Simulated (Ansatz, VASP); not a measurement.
**One calculation of AlN, two programs**

INCAR

```
SYSTEM = AlN
  PREC = Accurate
  ENCUT = 600
  EDIFF = 1E-7
  ISMEAR = 0
  SIGMA = 0.1
  LREAL = .FALSE.
  LASPH = .TRUE.
  NELM = 120
  ALGO = Normal
  ISIF = 3
  LWAVE = .FALSE.
  LCHARG = .FALSE.
  IBRION = 2
  NSW = 100
  EDIFFG = -0.05
  GGA_COMPAT = .FALSE.
  NELMIN = 4
```

File KPOINTS:

```
regular mesh
0
G
  8 8 8
  0 0 0
```

File POSCAR:

```
AlN
1.0
    0.0000000000      2.0345180000      2.0345180000
    2.0345180000      0.0000000000      2.0345180000
    2.0345180000      2.0345180000      0.0000000000
Al N
1 1
Direct
    0.5000000000      0.5000000000      0.5000000000
    0.0000000000      0.0000000000      0.0000000000
```

Input for Ansatz:

```yaml
crystal:
  lattice:
    - [0.0, 2.034518, 2.034518]
    - [2.034518, 0.0, 2.034518]
    - [2.034518, 2.034518, 0.0]
  atoms:
    - { symbol: Al, position: [0.5, 0.5, 0.5] }
    - { symbol: "N", position: [0.0, 0.0, 0.0] }
basis:
  ecutwfc: 420
kpoints:
  mp_grid: { grid: [8, 8, 8] }
hamiltonian:
  xc: lda
  pseudopotentials: { kind: paw }
scf:
  occupations: { method: gaussian, width: 0.1 }
output:
  forces: true
  stress: true
  eigenvalues: true
relax:
  adjacent_minimum: "off"
  f_tol: 0.05
  max_steps: 80
  cell: { stress_tol: 0.5 }
```

Alike in both runs: task relaxation of cell and atoms; functional LDA; k mesh 8 × 8 × 8; occupations gaussian, width 0.1 eV; no spin polarisation.

|  | VASP | Ansatz |
| --- | --- | --- |
| version | VASP 6.6.1 | Ansatz 0.2.0 |
| potentials or method | VASP PAW LDA potentials, release 64 (Al, N), cutoff 600 eV | scalar-relativistic, plane waves, PAW |
| valence electrons in the cell | 8 | 8 |

Ansatz gave:

```
gap on the k mesh at the Fermi level, each at its own relaxed structure (eV) : 4.71
relaxed volume (Å³/atom)                                                     : 8.06
relaxed cell length with the largest relative difference (Å)                 : 2.836
```

Question: Which values does VASP return?

Answer: gap on the k mesh at the Fermi level, each at its own relaxed structure (eV): 4.67; relaxed volume (Å³/atom): 8.08; relaxed cell length with the largest relative difference (Å): 2.838.

LDA's correlation is that of Perdew and Zunger in VASP and of Perdew and Wang (1992) in Ansatz.
